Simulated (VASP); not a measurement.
Runs of VASP 6.6.1 on Cu3F2. The structure is that of space group P-3m1 (No. 164), or close to it. The cells are those of the table. 

| task | spin | cell | k mesh | cutoff (eV) | gap on the mesh (eV) | pressure (GPa) | largest force (eV/Å) |
| --- | --- | --- | --- | --- | --- | --- | --- |
| single point | off | a = 2.746, b = 2.746, c = 8.558 Å, angles 90.0, 90.0, 120.0°, 5 atoms | 6 × 6 × 4 | 520 | none | -0.1 | 0.02 |
| relaxation of cell and atoms | off | relaxed from a = 3.509, b = 3.509, c = 5.460 Å, angles 90.0, 90.0, 120.0°, 5 atoms | 6 × 6 × 4 | 600 | none | 0.3 | 0.04 |
| single point | collinear, ferromagnetic start | a = 3.509, b = 3.509, c = 5.460 Å, angles 90.0, 90.0, 120.0°, 5 atoms | 6 × 6 × 4 | 520 | none | 11.9 | 0.90 |
| single point | off | a = 2.749, b = 2.749, c = 8.549 Å, angles 90.0, 90.0, 120.0°, 5 atoms | 18 × 18 × 6 | 520 | none | (b) | (a) |

Alike in all rows: level PBE; potentials or basis VASP PAW PBE potentials, release 64 (Cu, F); smearing gaussian 0.1 eV.

Fill in the values left out.

(a) 0.03; (b) 0.0.

Caveats: some runs use coarse meshes; an odd number of electrons without spin polarisation forces a metal (some runs); a magnetic or distorted state may lie lower (some runs).

A gap of «none» marks levels without a gap at the run's occupations.
